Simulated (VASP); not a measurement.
# Ni (Fm-3m) in VASP: further runs

Runs on Ni. Level: PBE. Tasks: single point.

Program: VASP 6.6.1. These are calculated values, not measurements. Logs are shortened: lines on timing, memory, paths and dates and some standing lists are left out, and cuts for length are marked.

## Step 1: The cell of the first run

Symmetry: Fm-3m, No. 225, cubic system. The conventional cell has a = 3.464 Å, b = 3.464 Å, c = 3.464 Å, α = 90.00°, β = 90.00°, γ = 90.00°. Ni (site symmetry m-3m) has 12 Ni at 2.45 Å within 3.2 Å.

## Step 2: Single point, PBE, collinear spin, ferromagnetic start (volume scaled by 0.94)

File INCAR:

```
PREC = Accurate
ENCUT = 520
EDIFF = 1E-6
ISMEAR = -1
SIGMA = 0.05
LREAL = False
LASPH = True
NELM = 150
ALGO = Normal
ISIF = 2
LWAVE = False
LCHARG = False
ISPIN = 2
MAGMOM = 1.5
LORBIT = 11
LMAXMIX = 4
GGA = PE
NBANDS = 15
```

File KPOINTS:

```
Automatic mesh
0
Gamma
  20 20 20
```

File POSCAR:

```
Ni
1.0
    0.0000000000      1.7318592609      1.7318592609
    1.7318592609      0.0000000000      1.7318592609
    1.7318592609      1.7318592609      0.0000000000
Ni
1
Direct
    0.0000000000      0.0000000000      0.0000000000
```

Potentials or basis: VASP PAW PBE potentials, release 64 (Ni).

Launch:

```console
$ cat potpaw_PBE.64/Ni/POTCAR > POTCAR
$ mpirun -np 1 vasp_std > vasp.out
```

OUTCAR:

```text
PREC = Accurate
   ENCUT = 520
   EDIFF = 1E-6
   ISMEAR = -1
   LREAL = False
   LASPH = True
   NELM = 150
   ISIF = 2
   ISPIN = 2
   LORBIT = 11
   GGA = PE

 ion  position               nearest neighbor table
   1  0.000  0.000  0.000-

  LATTYP: Found a face centered cubic cell.
 ALAT       =     3.4637185218

  Lattice vectors:

 A1 = (   0.0000000000,   1.7318592609,   1.7318592609)
 A2 = (   1.7318592609,   0.0000000000,   1.7318592609)
 A3 = (   1.7318592609,   1.7318592609,   0.0000000000)

Analysis of symmetry for initial positions (statically):
=====================================================================
 Subroutine PRICEL returns:
 Original cell was already a primitive cell.

 Routine SETGRP: Setting up the symmetry group for a
 face centered cubic supercell.

 Subroutine GETGRP returns: Found 48 space group operations
 (whereof 48 operations were pure point group operations)
 out of a pool of 48 trial point group operations.

The static configuration has the point symmetry O_h .

Analysis of symmetry for dynamics (positions and initial velocities):
=====================================================================
 Subroutine PRICEL returns:
 Original cell was already a primitive cell.

 Routine SETGRP: Setting up the symmetry group for a
 face centered cubic supercell.

 Subroutine GETGRP returns: Found 48 space group operations
 (whereof 48 operations were pure point group operations)
 out of a pool of 48 trial point group operations.

The dynamic configuration has the point symmetry O_h .

Analysis of structural, dynamic, and magnetic symmetry:
=====================================================================
 Subroutine PRICEL returns:
 Original cell was already a primitive cell.

 Routine SETGRP: Setting up the symmetry group for a
 face centered cubic supercell.

 Subroutine GETGRP returns: Found 48 space group operations
 (whereof 48 operations were pure point group operations)
 out of a pool of 48 trial point group operations.

The overall configuration has the point symmetry O_h .

 Subroutine INISYM returns: Found 48 space group operations
 (whereof 48 operations are pure point group operations),
 and found     1 'primitive' translations

----------------------------------------------------------------------------------------

                                     Primitive cell

  volume of cell :      10.3889

  direct lattice vectors                    reciprocal lattice vectors
     0.000000000  1.731859261  1.731859261    -0.288707063  0.288707063  0.288707063
     1.731859261  0.000000000  1.731859261     0.288707063 -0.288707063  0.288707063
     1.731859261  1.731859261  0.000000000     0.288707063  0.288707063 -0.288707063

  length of vectors
     2.449218855  2.449218855  2.449218855     0.500055301  0.500055301  0.500055301

  position of ions in fractional coordinates (direct lattice)
     0.000000000  0.000000000  0.000000000

  ion indices of the primitive-cell ions
   primitive index   ion index
                 1           1

----------------------------------------------------------------------------------------

 KPOINTS: Automatic mesh

Automatic generation of k-mesh.
 Grid dimensions read from file:
 generate k-points for:   20   20   20

 Generating k-lattice:

  Cartesian coordinates                     Fractional coordinates (reciprocal lattice)
    -0.014435353  0.014435353  0.014435353     0.050000000  0.000000000  0.000000000
     0.014435353 -0.014435353  0.014435353     0.000000000  0.050000000  0.000000000
     0.014435353  0.014435353 -0.014435353     0.000000000  0.000000000  0.050000000

  Length of vectors
     0.025002765  0.025002765  0.025002765

  Shift w.r.t. Gamma in fractional coordinates (k-lattice)
     0.000000000  0.000000000  0.000000000

 Subroutine IBZKPT returns following result:
 ===========================================

 Found    256 irreducible k-points:

 Following reciprocal coordinates:
            Coordinates               Weight
  0.000000  0.000000  0.000000      1.000000
  0.050000  0.000000  0.000000      8.000000
  0.100000  0.000000  0.000000      8.000000
  0.150000  0.000000  0.000000      8.000000
  0.200000  0.000000  0.000000      8.000000
  0.250000  0.000000  0.000000      8.000000
[... 16 lines left out ...]
 -0.400000  0.050000  0.000000     24.000000
 -0.350000  0.050000  0.000000     24.000000
 [... further k-points ...]
   k-points           NKPTS =    256   k-points in BZ     NKDIM =    256   number of bands    NBANDS=     15
   number of dos      NEDOS =    301   number of ions     NIONS =      1
   total plane-waves  NPLWV =   5832
   dimension x,y,z NGX =    18 NGY =   18 NGZ =   18
   dimension x,y,z NGXF=    36 NGYF=   36 NGZF=   36
   ions per type =               1
   NGX,Y,Z   is equivalent  to a cutoff of  12.22, 12.22, 12.22 a.u.
   NGXF,Y,Z  is equivalent  to a cutoff of  24.44, 24.44, 24.44 a.u.
 SYSTEM =  unknown system
   PREC   = accura    normal or accurate (medium, high low for compatibility)
   ISTART =      0    job   : 0-new  1-cont  2-samecut
   ICHARG =      2    charge: 1-file 2-atom 10-const
   ISPIN  =      2    spin polarized calculation?
   LNONCOLLINEAR =      F non collinear calculations
   LSORBIT =      F    spin-orbit coupling
   LASPH  =      T    aspherical Exc in radial PAW
   ENCUT  =  520.0 eV  38.22 Ry    6.18 a.u.   4.55  4.55  4.55*2*pi/ulx,y,z
   NELM   =    150;   NELMIN=  2; NELMDL= -5     # of ELM steps
   EDIFF  = 0.1E-05   stopping-criterion for ELM
   LREAL  =      F    real-space projection
   EDIFFG = 0.1E-04   stopping-criterion for IOM
   NSW    =      0    number of steps for IOM
   IBRION =     -1    ionic relax: 0-MD 1-quasi-New 2-CG
   NFREE  =      0    steps in history (QN), initial steepest desc. (CG)
   ISIF   =      2    stress and relaxation
   ISYM   =      2    0-nonsym 1-usesym 2-fastsym
   POTIM  = 0.5000    time-step for ionic-motion
   TEBEG  =    0.0;   TEEND  =   0.0 temperature during run
   PSTRESS=    0.0 pullay stress
   NELECT =      10.0000    total number of electrons
   NUPDOWN=      -1.0000    fix difference up-down
   EMIN   =  10.00;   EMAX   =-10.00  energy-range for DOS
   EFERMI =   0.00;   METHOD = LEGACY
   ISMEAR =    -1;   SIGMA  =   0.05  broadening in eV -4-tet -1-fermi 0-gaus
   EFERMI_NEDOS =   21; number of points for ismear=-14 and -15
   IALGO  =     38    algorithm
   IMIX   =      4    mixing-type and parameters
     AMIX     =   0.40;   BMIX     =  1.00
     AMIX_MAG =   1.60;   BMIX_MAG =  1.00
  volume/ion in A,a.u.               =      10.39        70.11
  Fermi-wavevector in a.u.,A,eV,Ry     =   1.616413  3.054577 35.549163  2.612790
  Thomas-Fermi vector in A             =   2.711003
   LORBIT       =     11    0 simple, 1 ext, 2 COOP (PROOUT), +10 PAW based schemes
   GGA     = PE    functional components
   LHFCALC =     F    Hartree Fock is set to
   AEXX    =    0.0000 exact exchange contribution
   IVDW    =     0    specifies the selected vdW correction
   LEPSILON=     F    determine dielectric tensor
   LRPA    =     F    only Hartree local field effects (RPA)
 spin polarized calculation
  energy-cutoff  :      520.00
  volume of cell :       10.39
 maximum number of plane-waves:       295
   NGX =  9   NGY =  9   NGZ =  9

 number of electron      10.0000000 magnetization       1.5000000

 number of electron       9.9999994 magnetization       0.6199949

 Free energy of the ion-electron system (eV)
  ---------------------------------------------------
  ext. energy  EPLUGINS =         0.00000000
  ---------------------------------------------------
  free energy    TOTEN  =        -5.46245036 eV

  energy without entropy =       -5.44902574  energy(sigma->0) =       -5.45573805

 E-fermi :  10.0440     XC(G=0): -13.5304

 val. band max:       10.0429908771   @ k =   0.3500   0.2500   0.0500
 cond. band min:      10.0443746305   @ k =   0.4000   0.0000   0.0000
 fundamental gap:      0.0013837535
 Fermi energy:        10.0439651726

 spin component 1

 k-point     1 :       0.0000    0.0000    0.0000
  band No.  band energies     occupation
      1       0.7092      1.00000
      2       7.4941      1.00000
      3       7.4941      1.00000
      4       7.4941      1.00000
      5       8.7463      1.00000
      6       8.7463      1.00000
      7      34.1613      0.00000
      8      38.3859      0.00000
      9      38.3859      0.00000
     10      38.3859      0.00000
     11      41.4902      0.00000
     12      41.4902      0.00000
     13      41.4902      0.00000
     14      44.3317      0.00000
     15      51.1781      0.00000
[... 397 lines left out ...]
 k-point    24 :      -0.3500    0.0500    0.0000
  band No.  band energies     occupation
      1       4.6192      1.00000
      2       7.5796      1.00000
      3       7.6380      1.00000
      4       7.7562      1.00000
      5       9.1064      1.00000
      6       9.4774      0.99999
      7      19.5654      0.00000
      8      32.2394      0.00000
      9      34.7561      0.00000
     10      36.8359      0.00000
     11      38.7232      0.00000
     12      40.6198      0.00000
     13      45.0566      0.00000
     14      51.9238      0.00000
     15      53.2879      0.00000

 [... further k-points ...]

 spin component 2

 k-point     1 :       0.0000    0.0000    0.0000
  band No.  band energies     occupation
      1       0.6788      1.00000
      2       8.2380      1.00000
      3       8.2380      1.00000
      4       8.2380      1.00000
      5       9.3297      1.00000
      6       9.3297      1.00000
      7      34.0083      0.00000
      8      38.3648      0.00000
      9      38.3648      0.00000
     10      38.3648      0.00000
     11      41.5968      0.00000
     12      41.5968      0.00000
     13      41.5968      0.00000
     14      44.2148      0.00000
     15      51.3926      0.00000
[... 397 lines left out ...]
 k-point    24 :      -0.3500    0.0500    0.0000
  band No.  band energies     occupation
      1       4.8389      1.00000
      2       8.1036      1.00000
      3       8.2187      1.00000
      4       8.2630      1.00000
      5       9.8303      0.98625
      6      10.1658      0.08047
      7      19.8167      0.00000
      8      32.1996      0.00000
      9      34.7739      0.00000
     10      36.9417      0.00000
     11      38.7586      0.00000
     12      40.6446      0.00000
     13      45.1258      0.00000
     14      52.0049      0.00000
     15      53.6629      0.00000

 [... further k-points ...]
[... 5 lines left out ...]
  --------------------------------------------------------------------------------------
  -------------------------------------------------------------------------------------
  Total        0.6726489      0.6726489      0.6726489      0.0000000      0.0000000      0.0000000
  in kB      103.7364138    103.7364138    103.7364138      0.0000000      0.0000000      0.0000000
  external PRESSURE =     103.7364138 kB  Pullay stress =       0.0000000 kB

 VOLUME and BASIS-vectors are now :
 -----------------------------------------------------------------------------
  energy-cutoff  :      520.00
  volume of cell :       10.39
      direct lattice vectors                 reciprocal lattice vectors
     0.000000000  1.731859261  1.731859261    -0.288707063  0.288707063  0.288707063
     1.731859261  0.000000000  1.731859261     0.288707063 -0.288707063  0.288707063
     1.731859261  1.731859261  0.000000000     0.288707063  0.288707063 -0.288707063

 POSITION                                       TOTAL-FORCE (eV/Angst)
 -----------------------------------------------------------------------------------
      0.00000      0.00000      0.00000         0.000000      0.000000      0.000000
 -----------------------------------------------------------------------------------
    total drift:                                0.000000     -0.000000     -0.000000

  FREE ENERGIE OF THE ION-ELECTRON SYSTEM (eV)
  ---------------------------------------------------
  free  energy   TOTEN  =        -5.4624503567 eV

  energy  without entropy=       -5.4490257368  energy(sigma->0) =       -5.45573805

 total charge

# of ion       s       p       d       tot
------------------------------------------
    1        0.518   0.541   8.337   9.396

 magnetization (x)

# of ion       s       p       d       tot
------------------------------------------
    1       -0.006  -0.025   0.660   0.628
```

Run time: 50 s. Hardware: 1 thread of Intel Xeon Platinum 8488C (Sapphire Rapids), shared host; peak memory 0.17 GiB.

Results:

```
Free energy                                           : -5.4625 eV
Pressure                                              : 10.4 GPa
Net moment                                            : 0.62 μB per cell
Site moments                                          : Ni +0.63 μB
Valence electrons inside the program's atomic spheres : Ni 9.40
```

## Step 3: Single point, PBE, collinear spin, ferromagnetic start (volume scaled by 0.98)

File INCAR:

```
ALGO = Normal ; EDIFF = 1E-7
ENCUT = 520 ; GGA = PE
ISIF = 2 ; ISMEAR = -1
ISPIN = 2 ; LASPH = True
LCHARG = False ; LMAXMIX = 4
LORBIT = 11 ; LREAL = False
LWAVE = False ; MAGMOM = 1.5
NBANDS = 15 ; NELM = 150
PREC = Accurate ; SIGMA = 0.05
```

File KPOINTS:

```
k-points
0
Gamma
  20 20 20
```

File POSCAR:

```
Ni
1.0
    0.0000000000      1.7560842062      1.7560842062
    1.7560842062      0.0000000000      1.7560842062
    1.7560842062      1.7560842062      0.0000000000
Ni
1
Direct
    0.0000000000      0.0000000000      0.0000000000
```

Potentials or basis: VASP PAW PBE potentials, release 64 (Ni).

Launch:

```console
$ cat potpaw_PBE.64/Ni/POTCAR > POTCAR
$ mpirun -np 1 vasp_std > vasp.out
```

OUTCAR:

```text
EDIFF = 1E-7
   ENCUT = 520
   GGA = PE
   ISIF = 2
   ISMEAR = -1
   ISPIN = 2
   LASPH = True
   LORBIT = 11
   LREAL = False
   NELM = 150
   PREC = Accurate

 ion  position               nearest neighbor table
   1  0.000  0.000  0.000-

  LATTYP: Found a face centered cubic cell.
 ALAT       =     3.5121684124

  Lattice vectors:

 A1 = (   0.0000000000,   1.7560842062,   1.7560842062)
 A2 = (   1.7560842062,   0.0000000000,   1.7560842062)
[... 1064 lines left out ...]
 [... further k-points ...]
[... 5 lines left out ...]
  --------------------------------------------------------------------------------------
  -------------------------------------------------------------------------------------
  Total        0.0723551      0.0723551      0.0723551      0.0000000      0.0000000      0.0000000
  in kB       10.7032065     10.7032065     10.7032065      0.0000000      0.0000000      0.0000000
  external PRESSURE =      10.7032065 kB  Pullay stress =       0.0000000 kB

 VOLUME and BASIS-vectors are now :
 -----------------------------------------------------------------------------
  energy-cutoff  :      520.00
  volume of cell :       10.83
      direct lattice vectors                 reciprocal lattice vectors
     0.000000000  1.756084206  1.756084206    -0.284724387  0.284724387  0.284724387
     1.756084206  0.000000000  1.756084206     0.284724387 -0.284724387  0.284724387
     1.756084206  1.756084206  0.000000000     0.284724387  0.284724387 -0.284724387

 POSITION                                       TOTAL-FORCE (eV/Angst)
 -----------------------------------------------------------------------------------
      0.00000      0.00000      0.00000         0.000000      0.000000      0.000000
 -----------------------------------------------------------------------------------
    total drift:                               -0.000000     -0.000000     -0.000000

  FREE ENERGIE OF THE ION-ELECTRON SYSTEM (eV)
  ---------------------------------------------------
  free  energy   TOTEN  =        -5.4777237891 eV

  energy  without entropy=       -5.4636695251  energy(sigma->0) =       -5.47069666

 total charge

# of ion       s       p       d       tot
------------------------------------------
    1        0.500   0.502   8.316   9.318

 magnetization (x)

# of ion       s       p       d       tot
------------------------------------------
    1       -0.006  -0.025   0.670   0.638
```

OSZICAR:

```text
N       E                     dE             d eps       ncg     rms          rms(c)
DAV:   1     0.326666094211E+02    0.32667E+02   -0.41963E+03 16460   0.860E+02
DAV:   2    -0.502619979816E+01   -0.37693E+02   -0.34723E+02 17509   0.161E+02
DAV:   3    -0.643936058472E+01   -0.14132E+01   -0.14047E+01 18860   0.307E+01
DAV:   4    -0.644783766618E+01   -0.84771E-02   -0.84759E-02 18759   0.224E+00
DAV:   5    -0.644794001934E+01   -0.10235E-03   -0.10235E-03 19180   0.221E-01    0.103E+01
DAV:   6    -0.582675752148E+01    0.62118E+00   -0.13089E+01 22227   0.408E+01    0.605E+00
DAV:   7    -0.549429366157E+01    0.33246E+00   -0.24040E+00 20398   0.153E+01    0.187E+00
DAV:   8    -0.548128435210E+01    0.13009E-01   -0.20883E-02 18817   0.931E-01    0.967E-01
DAV:   9    -0.547837105703E+01    0.29133E-02   -0.20715E-03 25155   0.277E-01    0.296E-01
DAV:  10    -0.547772438475E+01    0.64667E-03   -0.85281E-04 24358   0.167E-01    0.360E-02
DAV:  11    -0.547772264737E+01    0.17374E-05   -0.18236E-05 22662   0.271E-02    0.265E-02
DAV:  12    -0.547772383315E+01   -0.11858E-05   -0.18864E-06 22647   0.768E-03    0.645E-03
DAV:  13    -0.547772358821E+01    0.24494E-06   -0.10245E-07 16196   0.374E-03    0.288E-03
DAV:  14    -0.547772384390E+01   -0.25569E-06   -0.26819E-08 14869   0.109E-03    0.515E-04
DAV:  15    -0.547772378914E+01    0.54754E-07   -0.68342E-09 10823   0.670E-04
   1 F= -.54777238E+01 E0= -.54706967E+01  d E =-.140543E-01  mag=     0.6267
```

It took 57 s on 1 thread of Intel Xeon Platinum 8488C (Sapphire Rapids), shared host; peak memory 0.17 GiB.

Results:

```yaml
Free_energy: -5.4777 eV
Pressure: 1.1 GPa
Net_moment: 0.63 μB per cell
Site_moments: Ni +0.64 μB
Valence_electrons_inside_the_program's_atomic_spheres: Ni 9.32
```

[end of part 1 of 2]
